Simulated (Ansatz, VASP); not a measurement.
# One calculation of BN, two programs

```
B N
1.0
     2.54165    0.00000    0.00000
    -1.27082    2.20113    0.00000
     0.00000    0.00000    4.20340
B N
2 2
Direct
  0.66667 0.33333 0.00020
  0.33333 0.66667 0.50020
  0.66667 0.33333 0.37480
  0.33333 0.66667 0.87480
```

Alike in both runs: functional PBE; dispersion D3(BJ); k mesh 12 × 12 × 4; no spin polarisation.

Ansatz relaxed the structure, and its values are those at the end. VASP's run is a single point on that final structure, the one shown.

|  | VASP | Ansatz |
| --- | --- | --- |
| version | VASP 6.6.1 | Ansatz 0.2.0 |
| potentials or method | VASP PAW PBE potentials, release 64 (B, N) | plane waves, PAW |
| plane-wave cutoff (eV) | 520 | 420 |
| occupations | gaussian, width 0.01 eV | fixed |
| valence electrons in the cell | 16 | 16 |

```csv
,VASP,Ansatz,Ansatz less VASP
pressure (GPa),0.3,0.0,-0.29
rms of the force components (eV/Å),0.005,0.004,-0.0013
```
